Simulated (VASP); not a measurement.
Input of a VASP 6.6.1 run:

Contents of INCAR:

```
  PREC = Accurate
  ENCUT = 520
  EDIFF = 1E-7
  ISMEAR = 0
  SIGMA = 0.15
  LREAL = F
  LASPH = T
  NELM = 150
  ALGO = Normal
  ISIF = 2
  LWAVE = F
  LCHARG = T
  ISPIN = 2
  MAGMOM = 0 0 0.5
  LORBIT = 11
  NUPDOWN = 0.5
  LMAXMIX = 4
  GGA = CA
  LELF = T
  LVHAR = T
  NBANDS = 20
```

Contents of KPOINTS:

```
Automatic mesh
0
Gamma
  14 14 14
```

Contents of POSCAR:

```
Si2Ni
1.0
    0.0000000000      2.5638994933      2.5638994933
    2.5638994933      0.0000000000      2.5638994933
    2.5638994933      2.5638994933      0.0000000000
Si Ni
2 1
Direct
    0.2500000000      0.2500000000      0.2500000000
    0.7500000000      0.7500000000      0.7500000000
    0.0000000000      0.0000000000      0.0000000000
```

Potentials or basis: VASP PAW LDA potentials, release 64 (Si, Ni).

The run is started by

```console
$ cat potpaw_LDA.64/Si/POTCAR potpaw_LDA.64/Ni/POTCAR > POTCAR
$ mpirun -np 1 vasp_std > vasp.out
```

(1) Estimate the pressure.

Results:

(1) 30.8 GPa.

Caveat: the cell stands under pressure; the total moment is fixed, so each spin has its own Fermi level.
